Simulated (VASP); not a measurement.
# HfO2 (Fm-3m) in VASP: a series of runs, part 2 of 2

VASP 6.6.1.

## Step 3: Single point, r2SCAN+D4 (10.44 Å³/atom)

This run uses another cell than the first one, of 10.44 Å³/atom.

The input, POSCAR:

```
HfO2
1.0
    0.0000000000      2.5017148600      2.5017148600
    2.5017148600      0.0000000000      2.5017148600
    2.5017148600      2.5017148600      0.0000000000
Hf O
1 2
Direct
    0.0000000000      0.0000000000      0.0000000000
    0.2500000000      0.2500000000      0.2500000000
    0.7500000000      0.7500000000      0.7500000000
```

The input, INCAR.step1:

```
SYSTEM = HfO2
PREC = Accurate
ENCUT = 660
ISMEAR = 0
SIGMA = 0.05
LREAL = .FALSE.
LASPH = .TRUE.
NELM = 120
NBANDS = 18
GGA = PE
ALGO = Normal
EDIFF = 1E-5
LWAVE = .TRUE.
LCHARG = .FALSE.
GGA_COMPAT = .FALSE.
```

The input, INCAR.step2:

```
SYSTEM = HfO2
PREC = Accurate
ENCUT = 660
EDIFF = 1E-6
ISMEAR = 0
SIGMA = 0.05
LREAL = .FALSE.
LASPH = .TRUE.
NELM = 120
ALGO = Normal
ISIF = 2
LWAVE = .FALSE.
LCHARG = .FALSE.
METAGGA = R2SCAN
LMIXTAU = .TRUE.
IVDW = 13
VDW_S6 = 1.0
VDW_S8 = 0.6018749
VDW_A1 = 0.51559235
VDW_A2 = 5.77342911
NBANDS = 18
ISTART = 1
GGA_COMPAT = .FALSE.
```

The input, KPOINTS:

```
Automatic mesh
0
G
  8 8 8
  0 0 0
```

Potentials or basis: VASP PAW PBE potentials, release 64 (Hf_pv, O).

Launch:

```sh
$ cat potpaw_PBE.64/Hf_pv/POTCAR potpaw_PBE.64/O/POTCAR > POTCAR
$ cp INCAR.step1 INCAR
$ mpirun -np 1 vasp_std > vasp.out
$ cp INCAR.step2 INCAR
$ mpirun -np 1 vasp_std > vasp.out
```

OUTCAR:

```text
SYSTEM = HfO2
   PREC = Accurate
   ENCUT = 660
   EDIFF = 1E-6
   ISMEAR = 0
   LREAL = .FALSE.
   LASPH = .TRUE.
   NELM = 120
   ISIF = 2
   METAGGA = R2SCAN
   IVDW = 13
   ISTART = 1

 ion  position               nearest neighbor table
   1  0.000  0.000  0.000-   3 2.17   3 2.17   3 2.17   2 2.17   3 2.17   2 2.17   2 2.17   2 2.17

   2  0.250  0.250  0.250-   1 2.17   1 2.17   1 2.17   1 2.17
   3  0.750  0.750  0.750-   1 2.17   1 2.17   1 2.17   1 2.17

  LATTYP: Found a face centered cubic cell.
 ALAT       =     5.0034297200

  Lattice vectors:

 A1 = (   0.0000000000,   2.5017148600,   2.5017148600)
 A2 = (   2.5017148600,   0.0000000000,   2.5017148600)
 A3 = (   2.5017148600,   2.5017148600,   0.0000000000)

Analysis of symmetry for initial positions (statically):
=====================================================================
 Subroutine PRICEL returns:
 Original cell was already a primitive cell.

 Routine SETGRP: Setting up the symmetry group for a
 face centered cubic supercell.

 Subroutine GETGRP returns: Found 48 space group operations
 (whereof 48 operations were pure point group operations)
 out of a pool of 48 trial point group operations.

The static configuration has the point symmetry O_h .

Analysis of symmetry for dynamics (positions and initial velocities):
=====================================================================
 Subroutine PRICEL returns:
 Original cell was already a primitive cell.

 Routine SETGRP: Setting up the symmetry group for a
 face centered cubic supercell.

 Subroutine GETGRP returns: Found 48 space group operations
 (whereof 48 operations were pure point group operations)
 out of a pool of 48 trial point group operations.

The dynamic configuration has the point symmetry O_h .

 Subroutine INISYM returns: Found 48 space group operations
 (whereof 48 operations are pure point group operations),
 and found     1 'primitive' translations

----------------------------------------------------------------------------------------

                                     Primitive cell

  volume of cell :      31.3144

  direct lattice vectors                    reciprocal lattice vectors
     0.000000000  2.501714860  2.501714860    -0.199862905  0.199862905  0.199862905
     2.501714860  0.000000000  2.501714860     0.199862905 -0.199862905  0.199862905
     2.501714860  2.501714860  0.000000000     0.199862905  0.199862905 -0.199862905

  length of vectors
     3.537959084  3.537959084  3.537959084     0.346172706  0.346172706  0.346172706

  position of ions in fractional coordinates (direct lattice)
     0.000000000  0.000000000  0.000000000
     0.250000000  0.250000000  0.250000000
     0.750000000  0.750000000  0.750000000

  ion indices of the primitive-cell ions
   primitive index   ion index
                 1           1
                 2           2
                 3           3

----------------------------------------------------------------------------------------

 KPOINTS: Automatic mesh

Automatic generation of k-mesh.
 Grid dimensions read from file:
 generate k-points for:    8    8    8

 Generating k-lattice:

  Cartesian coordinates                     Fractional coordinates (reciprocal lattice)
    -0.024982863  0.024982863  0.024982863     0.125000000  0.000000000  0.000000000
     0.024982863 -0.024982863  0.024982863     0.000000000  0.125000000  0.000000000
     0.024982863  0.024982863 -0.024982863     0.000000000  0.000000000  0.125000000

  Length of vectors
     0.043271588  0.043271588  0.043271588

  Shift w.r.t. Gamma in fractional coordinates (k-lattice)
     0.000000000  0.000000000  0.000000000

 Subroutine IBZKPT returns following result:
 ===========================================

 Found     29 irreducible k-points:

 Following reciprocal coordinates:
            Coordinates               Weight
  0.000000  0.000000  0.000000      1.000000
  0.125000  0.000000  0.000000      8.000000
  0.250000  0.000000  0.000000      8.000000
  0.375000  0.000000  0.000000      8.000000
  0.500000  0.000000  0.000000      4.000000
  0.125000  0.125000  0.000000      6.000000
[... 16 lines left out ...]
  0.500000  0.250000  0.125000     48.000000
 -0.375000  0.250000  0.125000     24.000000
 [... further k-points ...]
   k-points           NKPTS =     29   k-points in BZ     NKDIM =     29   number of bands    NBANDS=     18
   number of dos      NEDOS =    301   number of ions     NIONS =      3
   total plane-waves  NPLWV =  27000
   dimension x,y,z NGX =    30 NGY =   30 NGZ =   30
   dimension x,y,z NGXF=    60 NGYF=   60 NGZF=   60
   ions per type =               1   2
   NGX,Y,Z   is equivalent  to a cutoff of  14.10, 14.10, 14.10 a.u.
   NGXF,Y,Z  is equivalent  to a cutoff of  28.19, 28.19, 28.19 a.u.
 SYSTEM =  HfO2
   PREC   = accura    normal or accurate (medium, high low for compatibility)
   ISTART =      1    job   : 0-new  1-cont  2-samecut
   ICHARG =      0    charge: 1-file 2-atom 10-const
   ISPIN  =      1    spin polarized calculation?
   LNONCOLLINEAR =      F non collinear calculations
   LSORBIT =      F    spin-orbit coupling
   LASPH  =      T    aspherical Exc in radial PAW
   ENCUT  =  660.0 eV  48.51 Ry    6.96 a.u.   7.41  7.41  7.41*2*pi/ulx,y,z
   NELM   =    120;   NELMIN=  2; NELMDL=  0     # of ELM steps
   EDIFF  = 0.1E-05   stopping-criterion for ELM
   LREAL  =      F    real-space projection
[... 7 lines left out ...]
   TEBEG  =    0.0;   TEEND  =   0.0 temperature during run
   PSTRESS=    0.0 pullay stress
   NELECT =      22.0000    total number of electrons
   NUPDOWN=      -1.0000    fix difference up-down
   EMIN   =  10.00;   EMAX   =-10.00  energy-range for DOS
   EFERMI =   0.00;   METHOD = LEGACY
   ISMEAR =     0;   SIGMA  =   0.05  broadening in eV -4-tet -1-fermi 0-gaus
   EFERMI_NEDOS =   21; number of points for ismear=-14 and -15
   IALGO  =     38    algorithm
   IMIX   =      4    mixing-type and parameters
     AMIX     =   0.40;   BMIX     =  1.00
     AMIX_MAG =   1.60;   BMIX_MAG =  1.00
  volume/ion in A,a.u.               =      10.44        70.44
  Fermi-wavevector in a.u.,A,eV,Ry     =   1.455352  2.750216 28.817795  2.118048
  Thomas-Fermi vector in A             =   2.572396
   LORBIT       =      0    0 simple, 1 ext, 2 COOP (PROOUT), +10 PAW based schemes
   METAGGA = R2SCAN    functional components
   LHFCALC =     F    Hartree Fock is set to
   AEXX    =    0.0000 exact exchange contribution
   IVDW    =    13    specifies the selected vdW correction
   LEPSILON=     F    determine dielectric tensor
   LRPA    =     F    only Hartree local field effects (RPA)
 non-spin polarized calculation
 Gauss-broadening in eV      SIGMA  =   0.05
  energy-cutoff  :      660.00
  volume of cell :       31.31
 maximum number of plane-waves:      1243
 NGX is ok and might be reduce to    30
   NGX = 15   NGY = 15   NGZ = 15

 number of electron      22.0000002 magnetization

 Free energy of the ion-electron system (eV)
  ---------------------------------------------------
  ext. energy  EPLUGINS =         0.00000000
  ---------------------------------------------------
  free energy    TOTEN  =       -68.55572091 eV

  energy without entropy =      -68.55572091  energy(sigma->0) =      -68.55572091

 E-fermi :   4.5742     XC(G=0): -12.8102

 val. band max:        4.2481300321   @ k =   0.5000   0.5000   0.0000
 cond. band min:       8.6631777545   @ k =   0.5000   0.5000   0.0000
 fundamental gap:      4.4150477223
 Fermi energy:         4.5742221268

 k-point     1 :       0.0000    0.0000    0.0000
  band No.  band energies     occupation
      1     -26.2145      2.00000
      2     -26.2144      2.00000
      3     -26.2144      2.00000
      4     -15.7312      2.00000
      5     -12.5305      2.00000
      6      -1.4465      2.00000
[... 10 lines left out ...]
     17      15.7724      0.00000
     18      17.1801      0.00000
[... 463 lines left out ...]
 k-point    24 :      -0.3750    0.2500    0.1250
  band No.  band energies     occupation
      1     -26.6744      2.00000
      2     -26.4288      2.00000
      3     -26.3057      2.00000
      4     -14.0501      2.00000
      5     -13.4231      2.00000
      6      -0.8624      2.00000
[... 10 lines left out ...]
     17      16.0922      0.00000
     18      17.1727      0.00000

 [... further k-points ...]

------------------------ aborting loop because EDIFF is reached ----------------------------------------

  DFT-D4 for vdW energy calculation

  Edisp (eV):   -0.23673

  FORCE on cell =-STRESS in cart. coord.  units (eV):
  Direction    XX          YY          ZZ          XY          YZ          ZX
  --------------------------------------------------------------------------------------
  -------------------------------------------------------------------------------------
  Total       0.67920     0.67920     0.67920     0.00000     0.00000    -0.00000
  in kB      34.75056    34.75056    34.75056     0.00000     0.00000    -0.00000
  external pressure =       34.75 kB  Pullay stress =        0.00 kB

 VOLUME and BASIS-vectors are now :
 -----------------------------------------------------------------------------
  energy-cutoff  :      660.00
  volume of cell :       31.31
      direct lattice vectors                 reciprocal lattice vectors
     0.000000000  2.501714860  2.501714860    -0.199862905  0.199862905  0.199862905
     2.501714860  0.000000000  2.501714860     0.199862905 -0.199862905  0.199862905
     2.501714860  2.501714860  0.000000000     0.199862905  0.199862905 -0.199862905

 POSITION                                       TOTAL-FORCE (eV/Angst)
 -----------------------------------------------------------------------------------
      0.00000      0.00000      0.00000        -0.000000     -0.000000      0.000000
      1.25086      1.25086      1.25086        -0.000000      0.000000     -0.000000
      3.75257      3.75257      3.75257         0.000000      0.000000      0.000000
 -----------------------------------------------------------------------------------
    total drift:                                0.000000     -0.000000      0.000000

  FREE ENERGIE OF THE ION-ELECTRON SYSTEM (eV)
  ---------------------------------------------------
  free  energy   TOTEN  =       -68.7924509915 eV

  energy  without entropy=      -68.7924509915  energy(sigma->0) =      -68.79245099
```

Run time: 2.1 min. Hardware: 1 thread of Intel Xeon 8259CL, shared host; peak memory 0.19 GiB.

Results:

```
Free energy                : -68.7925 eV
Pressure                   : 3.5 GPa
Band gap on the k mesh     : 4.42 eV
Dispersion energy per atom : -0.079 eV
```

Levels at points of the mesh, in eV from the valence-band top:
```tsv
k point	band 7	band 8	band 9	band 10	band 11	band 12	band 13	band 14	band 15	band 16
(0.00, 0.00, 0.00)	-5.69	-5.69	-0.66	-0.66	-0.66	4.51	4.51	6.80	11.52	11.52
(0.50, 0.00, 0.00)	-4.58	-3.13	-2.90	-1.94	-1.94	5.26	5.26	7.89	9.77	10.39
(0.50, 0.50, 0.00)	-3.67	-3.67	-1.62	-1.62	0.00	4.42	6.24	7.56	9.04	9.04
```

Caveat: the cell stands under pressure; the PAW data sets were made with another functional, which shifts forces and pressure a little; spin-orbit coupling is left out, which moves the levels of the heavy elements. A k mesh can miss the band edges.

## Step 4: Single point, r2SCAN+D4 (10.30 Å³/atom)

This run uses another cell than the first one, of 10.30 Å³/atom.

The input, POSCAR:

```
HfO2
1.0
    0.0000000000      2.4909671670      2.4909671670
    2.4909671670      0.0000000000      2.4909671670
    2.4909671670      2.4909671670      0.0000000000
Hf O
1 2
Direct
    0.0000000000      0.0000000000      0.0000000000
    0.2500000000      0.2500000000      0.2500000000
    0.7500000000      0.7500000000      0.7500000000
```

INCAR.step1 is that of step 3.

INCAR.step2, as its differences from that of step 3:

```diff
@@ -12,3 +12,3 @@
 LWAVE = .FALSE.
-LCHARG = .FALSE.
+LCHARG = .TRUE.
 METAGGA = R2SCAN
@@ -20,2 +20,4 @@
 VDW_A2 = 5.77342911
+LELF = .TRUE.
+LVHAR = .TRUE.
 NBANDS = 18
```

The input, KPOINTS:

```
regular mesh
0
G
  8 8 8
  0 0 0
```

Launch:

```sh
$ cat potpaw_PBE.64/Hf_pv/POTCAR potpaw_PBE.64/O/POTCAR > POTCAR
$ cp INCAR.step1 INCAR
$ mpirun -np 1 vasp_std > vasp.out
$ cp INCAR.step2 INCAR
$ mpirun -np 1 vasp_std > vasp.out
```

It took 100 s on 1 thread of Intel Xeon 8259CL, shared host; peak memory 0.18 GiB.

It converged, with:

| Item | Value |
| --- | --- |
| Free energy | -68.7774 eV |
| Pressure | 7.4 GPa |
| Band gap on the k mesh | 4.45 eV |
| Dispersion energy per atom | -0.080 eV |

Levels at points of the mesh, in eV from the valence-band top:
```csv
k point,band 7,band 8,band 9,band 10,band 11,band 12,band 13,band 14,band 15,band 16
"(0.00, 0.00, 0.00)",-5.78,-5.78,-0.66,-0.66,-0.66,4.55,4.55,6.90,11.70,11.70
"(0.50, 0.00, 0.00)",-4.65,-3.15,-2.93,-1.96,-1.96,5.31,5.31,8.02,9.81,10.54
"(0.50, 0.50, 0.00)",-3.70,-3.70,-1.65,-1.65,0.00,4.45,6.31,7.69,9.16,9.16
```

Caveat: the cell stands under pressure; the PAW data sets were made with another functional, which shifts forces and pressure a little; spin-orbit coupling is left out, which moves the levels of the heavy elements. A k mesh can miss the band edges.

## Step 5: Summary

```tsv
level	cell	cutoff (eV)	gap on the mesh (eV)	pressure (GPa)
BLYP	a = 3.685 Å, angles 60.0°, 3 atoms	600	3.65	-11.1
r2SCAN+D4	a = 3.538 Å, angles 60.0°, 3 atoms	660	4.42	3.5
r2SCAN+D4	a = 3.523 Å, angles 60.0°, 3 atoms	660	4.45	7.4
```

Alike in all rows: task single point; potentials or basis VASP PAW PBE potentials, release 64 (Hf_pv, O); no spin polarisation; k mesh 8 × 8 × 8; smearing gaussian 0.05 eV.

Caveats: the PAW data sets were made with another functional, which shifts forces and pressure a little; spin-orbit coupling is left out, which moves the levels of the heavy elements; the cell stands under pressure (at least some runs); the cell stands under tension (at least some runs).

Absolute energies hang on the potentials; compare differences alone.
